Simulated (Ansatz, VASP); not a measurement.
**Two plane-wave programs on MgO2**

```
CELL_PARAMETERS angstrom
1.68500 0.97283 3.40663
-1.68500 0.97283 3.40663
0.00000 -1.94567 3.40663
ATOMIC_POSITIONS crystal
Mg 0.00000 0.00000 0.00000
O 0.42879 0.42879 0.42879
O 0.57121 0.57121 0.57121
```

Change from the starting cell: strain +0.050 along x and y, -0.025 along z, atoms carried along.

Alike in both runs: task single point; functional PBEsol; k mesh 12 × 12 × 12; occupations gaussian, width 0.05 eV; no spin polarisation.

|  | VASP | Ansatz |
| --- | --- | --- |
| version | VASP 6.6.1 | Ansatz 0.2.0 |
| potentials or method | VASP PAW PBE potentials, release 64 (Mg, O), cutoff 520 eV | scalar-relativistic, plane waves, PAW |
| valence electrons in the cell | 14 | 22 |

```tsv
	VASP	Ansatz	Ansatz less VASP
gap on the k mesh at the Fermi level (eV)	2.65	2.66	+0.018
least direct gap on the mesh (eV)	2.74	2.76	+0.025
pressure (GPa)	-8.5	-8.4	+0.09
traceless stress, the component that is largest in VASP (GPa)	13.35	12.12	-1.236
rms of the force components (eV/Å)	0.566	0.457	-0.1089
```

VASP's potentials were made for PBE, not for PBEsol. Atom by atom the forces differ by 0.109 eV/Å (rms over components). With one functional, cell and mesh, what is left measures potentials, basis and numerics. VASP's potentials hold 14 valence electrons a cell and Ansatz's 22, so a difference there can come from the potentials and not from the codes.
